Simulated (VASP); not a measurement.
# Cs2HfVCl6 (Fm-3m) in VASP: single point with r2SCAN

Aim: the single point of Cs2HfVCl6 with r2SCAN.

Everything below comes from runs of VASP 6.6.1. Logs are shortened: lines on timing, memory, paths and dates and some standing lists are left out, and cuts for length are marked.

### Step 1. The cell of the first run

It takes space group Fm-3m (No. 225, cubic). The conventional cell has a = 10.312 Å, b = 10.312 Å, c = 10.312 Å, α = 90.00°, β = 90.00°, γ = 90.00°. Within 4.8 Å of Cs (site symmetry -43m) lie 12 Cl at 3.65 Å and 4 Hf at 4.47 Å and 4 V at 4.47 Å. Hf (site symmetry m-3m) has 6 Cl at 2.77 Å within 3.7 Å. V (site symmetry m-3m) has 6 Cl at 2.39 Å within 3.2 Å. Cl (site symmetry 4mm) has 1 V at 2.39 Å and 1 Hf at 2.77 Å within 3.2 Å.

### Step 2. Single point, r2SCAN

Input file POSCAR:

```
Cs2HfVCl6
1.0
    0.0000000000      5.1561435400      5.1561435400
    5.1561435400      0.0000000000      5.1561435400
    5.1561435400      5.1561435400      0.0000000000
Cs Hf V Cl
2 1 1 6
Direct
    0.2500000000      0.2500000000      0.2500000000
    0.7500000000      0.7500000000      0.7500000000
    0.5000000000      0.5000000000      0.5000000000
    0.0000000000      0.0000000000      0.0000000000
    0.2313500000      0.7686500000      0.7686500000
    0.7686500000      0.2313500000      0.7686500000
    0.7686500000      0.2313500000      0.2313500000
    0.2313500000      0.7686500000      0.2313500000
    0.7686500000      0.7686500000      0.2313500000
    0.2313500000      0.2313500000      0.7686500000
```

Input file INCAR.step1:

```
PREC = Accurate
ENCUT = 520
ISMEAR = -5
SIGMA = 0.1
LREAL = F
LASPH = T
NELM = 100
LMAXMIX = 4
GGA = PE
ALGO = Normal
EDIFF = 1E-4
LWAVE = T
LCHARG = F
```

Input file INCAR.step2:

```
PREC = Accurate
ENCUT = 520
EDIFF = 1E-7
ISMEAR = -1
SIGMA = 0.1
LREAL = F
LASPH = T
NELM = 100
ALGO = Normal
ISIF = 2
LWAVE = F
LCHARG = F
LMAXMIX = 4
METAGGA = R2SCAN
LMIXTAU = T
LORBIT = 11
ISTART = 1
```

Input file KPOINTS:

```
regular mesh
0
Gamma
  6 6 6
```

Potentials or basis: VASP PAW PBE potentials, release 64 (Cs_sv, Hf_pv, V_sv, Cl).

Launch:

```
cat potpaw_PBE.64/Cs_sv/POTCAR potpaw_PBE.64/Hf_pv/POTCAR potpaw_PBE.64/V_sv/POTCAR potpaw_PBE.64/Cl/POTCAR > POTCAR
cp INCAR.step1 INCAR
mpirun -np 1 vasp_std > vasp.out
cp INCAR.step2 INCAR
mpirun -np 1 vasp_std > vasp.out
```

OUTCAR:

```text
PREC = Accurate
   ENCUT = 520
   EDIFF = 1E-7
   ISMEAR = -1
   LREAL = F
   LASPH = T
   NELM = 100
   ISIF = 2
   METAGGA = R2SCAN
   LORBIT = 11
   ISTART = 1

 ion  position               nearest neighbor table
   1  0.250  0.250  0.250-
   2  0.750  0.750  0.750-
   3  0.500  0.500  0.500-   5 2.77   6 2.77   7 2.77   8 2.77   9 2.77  10 2.77
   4  0.000  0.000  0.000-   5 2.39   6 2.39   7 2.39   8 2.39   9 2.39  10 2.39
   5  0.231  0.769  0.769-   4 2.39   3 2.77
   6  0.769  0.231  0.769-   4 2.39   3 2.77
   7  0.769  0.231  0.231-   4 2.39   3 2.77
   8  0.231  0.769  0.231-   4 2.39   3 2.77
   9  0.769  0.769  0.231-   4 2.39   3 2.77
  10  0.231  0.231  0.769-   4 2.39   3 2.77

  LATTYP: Found a face centered cubic cell.
 ALAT       =    10.3122870800

  Lattice vectors:

 A1 = (   0.0000000000,   5.1561435400,   5.1561435400)
 A2 = (   5.1561435400,   0.0000000000,   5.1561435400)
 A3 = (   5.1561435400,   5.1561435400,   0.0000000000)

Analysis of symmetry for initial positions (statically):
=====================================================================
 Subroutine PRICEL returns:
 Original cell was already a primitive cell.

 Routine SETGRP: Setting up the symmetry group for a
 face centered cubic supercell.

 Subroutine GETGRP returns: Found 48 space group operations
 (whereof 48 operations were pure point group operations)
 out of a pool of 48 trial point group operations.

The static configuration has the point symmetry O_h .

Analysis of symmetry for dynamics (positions and initial velocities):
=====================================================================
 Subroutine PRICEL returns:
 Original cell was already a primitive cell.

 Routine SETGRP: Setting up the symmetry group for a
 face centered cubic supercell.

 Subroutine GETGRP returns: Found 48 space group operations
 (whereof 48 operations were pure point group operations)
 out of a pool of 48 trial point group operations.

The dynamic configuration has the point symmetry O_h .

 Subroutine INISYM returns: Found 48 space group operations
 (whereof 48 operations are pure point group operations),
 and found     1 'primitive' translations

----------------------------------------------------------------------------------------

                                     Primitive cell

  volume of cell :     274.1606

  direct lattice vectors                    reciprocal lattice vectors
     0.000000000  5.156143540  5.156143540    -0.096971699  0.096971699  0.096971699
     5.156143540  0.000000000  5.156143540     0.096971699 -0.096971699  0.096971699
     5.156143540  5.156143540  0.000000000     0.096971699  0.096971699 -0.096971699

  length of vectors
     7.291888124  7.291888124  7.291888124     0.167959910  0.167959910  0.167959910

  position of ions in fractional coordinates (direct lattice)
     0.250000000  0.250000000  0.250000000
     0.750000000  0.750000000  0.750000000
     0.500000000  0.500000000  0.500000000
     0.000000000  0.000000000  0.000000000
     0.231350000  0.768650000  0.768650000
     0.768650000  0.231350000  0.768650000
     0.768650000  0.231350000  0.231350000
     0.231350000  0.768650000  0.231350000
     0.768650000  0.768650000  0.231350000
     0.231350000  0.231350000  0.768650000

  ion indices of the primitive-cell ions
   primitive index   ion index
                 1           1
                 2           2
                 3           3
                 4           4
                 5           5
                 6           6
                 7           7
                 8           8
                 9           9
                10          10

----------------------------------------------------------------------------------------

 KPOINTS: regular mesh

Automatic generation of k-mesh.
 Grid dimensions read from file:
 generate k-points for:    6    6    6

 Generating k-lattice:

  Cartesian coordinates                     Fractional coordinates (reciprocal lattice)
    -0.016161950  0.016161950  0.016161950     0.166666667  0.000000000  0.000000000
     0.016161950 -0.016161950  0.016161950     0.000000000  0.166666667  0.000000000
     0.016161950  0.016161950 -0.016161950     0.000000000  0.000000000  0.166666667

  Length of vectors
     0.027993318  0.027993318  0.027993318

  Shift w.r.t. Gamma in fractional coordinates (k-lattice)
     0.000000000  0.000000000  0.000000000

 Subroutine IBZKPT returns following result:
 ===========================================

 Found     16 irreducible k-points:

 Following reciprocal coordinates:
            Coordinates               Weight
  0.000000  0.000000  0.000000      1.000000
  0.166667  0.000000  0.000000      8.000000
  0.333333  0.000000  0.000000      8.000000
  0.500000  0.000000  0.000000      4.000000
  0.166667  0.166667  0.000000      6.000000
  0.333333  0.166667  0.000000     24.000000
[... 8 lines left out ...]
 -0.333333  0.333333  0.166667     24.000000
 -0.333333  0.500000  0.166667     12.000000
   k-points           NKPTS =     16   k-points in BZ     NKDIM =     16   number of bands    NBANDS=     49
   number of dos      NEDOS =    301   number of ions     NIONS =     10
   total plane-waves  NPLWV = 157464
   dimension x,y,z NGX =    54 NGY =   54 NGZ =   54
   dimension x,y,z NGXF=   108 NGYF=  108 NGZF=  108
   ions per type =               2   1   1   6
   NGX,Y,Z   is equivalent  to a cutoff of  12.31, 12.31, 12.31 a.u.
   NGXF,Y,Z  is equivalent  to a cutoff of  24.62, 24.62, 24.62 a.u.
 SYSTEM =  unknown system
   PREC   = accura    normal or accurate (medium, high low for compatibility)
   ISTART =      1    job   : 0-new  1-cont  2-samecut
   ICHARG =      0    charge: 1-file 2-atom 10-const
   ISPIN  =      1    spin polarized calculation?
   LNONCOLLINEAR =      F non collinear calculations
   LSORBIT =      F    spin-orbit coupling
   LASPH  =      T    aspherical Exc in radial PAW
   ENCUT  =  520.0 eV  38.22 Ry    6.18 a.u.  13.56 13.56 13.56*2*pi/ulx,y,z
   NELM   =    100;   NELMIN=  2; NELMDL=  0     # of ELM steps
   EDIFF  = 0.1E-06   stopping-criterion for ELM
   LREAL  =      F    real-space projection
   EDIFFG = 0.1E-05   stopping-criterion for IOM
   NSW    =      0    number of steps for IOM
   IBRION =     -1    ionic relax: 0-MD 1-quasi-New 2-CG
   NFREE  =      0    steps in history (QN), initial steepest desc. (CG)
   ISIF   =      2    stress and relaxation
   ISYM   =      2    0-nonsym 1-usesym 2-fastsym
   POTIM  = 0.5000    time-step for ionic-motion
   TEBEG  =    0.0;   TEEND  =   0.0 temperature during run
   PSTRESS=    0.0 pullay stress
   NELECT =      83.0000    total number of electrons
   NUPDOWN=      -1.0000    fix difference up-down
   EMIN   =  10.00;   EMAX   =-10.00  energy-range for DOS
   EFERMI =   0.00;   METHOD = LEGACY
   ISMEAR =    -1;   SIGMA  =   0.10  broadening in eV -4-tet -1-fermi 0-gaus
   EFERMI_NEDOS =   21; number of points for ismear=-14 and -15
   IALGO  =     38    algorithm
   IMIX   =      4    mixing-type and parameters
     AMIX     =   0.40;   BMIX     =  1.00
     AMIX_MAG =   1.60;   BMIX_MAG =  1.00
  volume/ion in A,a.u.               =      27.42       185.01
  Fermi-wavevector in a.u.,A,eV,Ry     =   1.099257  2.077294 16.440814  1.208366
  Thomas-Fermi vector in A             =   2.235648
   LORBIT       =     11    0 simple, 1 ext, 2 COOP (PROOUT), +10 PAW based schemes
   METAGGA = R2SCAN    functional components
   LHFCALC =     F    Hartree Fock is set to
   AEXX    =    0.0000 exact exchange contribution
   IVDW    =     0    specifies the selected vdW correction
   LEPSILON=     F    determine dielectric tensor
   LRPA    =     F    only Hartree local field effects (RPA)
 non-spin polarized calculation
  energy-cutoff  :      520.00
  volume of cell :      274.16
 maximum number of plane-waves:      7419
   NGX = 27   NGY = 27   NGZ = 27

 number of electron      83.0000007 magnetization

 Free energy of the ion-electron system (eV)
  ---------------------------------------------------
  ext. energy  EPLUGINS =         0.00000000
  ---------------------------------------------------
  free energy    TOTEN  =      -160.57925320 eV

  energy without entropy =     -160.28842058  energy(sigma->0) =     -160.43383689

 E-fermi :   4.6250     XC(G=0):  -9.3108

 val. band max:        4.6178370812   @ k =   0.5000   0.1667   0.0000
 cond. band min:       4.6779384647   @ k =   0.5000   0.3333   0.0000
 fundamental gap:      0.0601013836
 Fermi energy:         4.6250199725

 k-point     1 :       0.0000    0.0000    0.0000
  band No.  band energies     occupation
      1     -62.4968      2.00000
      2     -35.3282      2.00000
      3     -35.3282      2.00000
      4     -35.3281      2.00000
      5     -29.8113      2.00000
      6     -29.8113      2.00000
[... 41 lines left out ...]
     48       5.5454      0.00020
     49       6.9507      0.00000

 k-point     2 :       0.1667    0.0000    0.0000
  band No.  band energies     occupation
      1     -62.4968      2.00000
      2     -35.3282      2.00000
      3     -35.3282      2.00000
      4     -35.3281      2.00000
      5     -29.8113      2.00000
      6     -29.8113      2.00000
[... 720 lines left out ...]
 k-point    16 :      -0.3333    0.5000    0.1667
  band No.  band energies     occupation
      1     -62.4968      2.00000
      2     -35.3282      2.00000
      3     -35.3282      2.00000
      4     -35.3281      2.00000
      5     -29.8113      2.00000
      6     -29.8113      2.00000
[... 41 lines left out ...]
     48       6.1760      0.00000
     49       7.4296      0.00000

------------------------ aborting loop because EDIFF is reached ----------------------------------------

  FORCE on cell =-STRESS in cart. coord.  units (eV):
  Direction    XX          YY          ZZ          XY          YZ          ZX
  --------------------------------------------------------------------------------------
  -------------------------------------------------------------------------------------
  Total       -5.0125935     -5.0125935     -5.0125935      0.0000000      0.0000000      0.0000000
  in kB      -29.2932852    -29.2932852    -29.2932852      0.0000000      0.0000000      0.0000000
  external PRESSURE =     -29.2932852 kB  Pullay stress =       0.0000000 kB

 VOLUME and BASIS-vectors are now :
 -----------------------------------------------------------------------------
  energy-cutoff  :      520.00
  volume of cell :      274.16
      direct lattice vectors                 reciprocal lattice vectors
     0.000000000  5.156143540  5.156143540    -0.096971699  0.096971699  0.096971699
     5.156143540  0.000000000  5.156143540     0.096971699 -0.096971699  0.096971699
     5.156143540  5.156143540  0.000000000     0.096971699  0.096971699 -0.096971699

 POSITION                                       TOTAL-FORCE (eV/Angst)
 -----------------------------------------------------------------------------------
      2.57807      2.57807      2.57807         0.000000      0.000000     -0.000000
      7.73422      7.73422      7.73422         0.000000      0.000000      0.000000
      5.15614      5.15614      5.15614         0.000000      0.000000      0.000000
      0.00000      0.00000      0.00000         0.000000      0.000000      0.000000
      7.92654      5.15614      5.15614        -1.769935      0.000000      0.000000
      5.15614      7.92654      5.15614         0.000000     -1.769935      0.000000
      2.38575      5.15614      5.15614         1.769935      0.000000      0.000000
      5.15614      2.38575      5.15614         0.000000      1.769935      0.000000
      5.15614      5.15614      7.92654         0.000000      0.000000     -1.769935
      5.15614      5.15614      2.38575         0.000000      0.000000      1.769935
 -----------------------------------------------------------------------------------
    total drift:                               -0.000000      0.000000      0.000000

  FREE ENERGIE OF THE ION-ELECTRON SYSTEM (eV)
  ---------------------------------------------------
  free  energy   TOTEN  =      -160.5792532007 eV

  energy  without entropy=     -160.2884205805  energy(sigma->0) =     -160.43383689

 total charge

# of ion       s       p       d       tot
------------------------------------------
    1        1.848   4.720   0.025   6.594
    2        1.848   4.720   0.025   6.594
    3        0.160   6.134   1.504   7.798
    4        2.149   6.126   3.178  11.453
    5        1.596   3.577   0.000   5.173
    6        1.596   3.577   0.000   5.173
    7        1.596   3.577   0.000   5.173
    8        1.596   3.577   0.000   5.173
    9        1.596   3.577   0.000   5.173
   10        1.596   3.577   0.000   5.173
--------------------------------------------------
tot         15.583  43.163   4.732  63.478
```

Wall time 22 min (1 thread of Intel Xeon Platinum 8259CL at 2.50GHz (Skylake/Cascade Lake), shared host); peak memory 0.57 GiB.

Results:

* Free energy: -160.5793 eV
* Pressure: -2.9 GPa
* Largest force: 1.770 eV/Å
* Band gap on the k mesh: zero (an odd number of electrons rules out a gap without spin polarisation)
* Valence electrons inside the program's atomic spheres: Cs 6.59; Hf 7.80; V 11.45; Cl 5.17

Forces in eV/Å, atoms in the order of the input:
```
Cs   0.000  0.000  0.000
Cs   0.000  0.000  0.000
Hf   0.000  0.000  0.000
V    0.000  0.000  0.000
Cl  -1.770  0.000  0.000
Cl   0.000 -1.770  0.000
Cl   1.770  0.000  0.000
Cl   0.000  1.770  0.000
Cl   0.000  0.000 -1.770
Cl   0.000  0.000  1.770
```

Levels at points of the mesh, in eV from the Fermi level:
| k point | band 39 | band 40 | band 41 | band 42 | band 43 | band 44 | band 45 | band 46 |
| --- | --- | --- | --- | --- | --- | --- | --- | --- |
| (0.00, 0.00, 0.00) | -4.67 | -0.83 | -0.83 | -0.83 | 0.62 | 0.62 | 0.80 | 0.80 |
| (0.50, 0.00, 0.00) | -4.91 | -0.12 | -0.04 | -0.04 | 0.07 | 0.14 | 0.14 | 1.68 |
| (0.50, 0.50, 0.00) | -4.69 | -0.78 | 0.10 | 0.10 | 0.36 | 0.36 | 0.39 | 0.62 |

Caveat: the PAW data sets were made with another functional, which shifts forces and pressure a little; spin-orbit coupling is left out, which moves the levels of the heavy elements; an odd number of electrons without spin polarisation forces a metal; a magnetic or distorted state may lie lower; the run has no spin polarisation, though such a crystal can be magnetic; semilocal functionals often make such compounds metallic where correlation or magnetic order opens a gap, which also shifts bond lengths. With open d or f shells a metallic result of r2SCAN can be an artefact of self-interaction; +U or a hybrid may open a gap.

The gap in the log of VASP goes by the Fermi energy; the results here count the filled bands.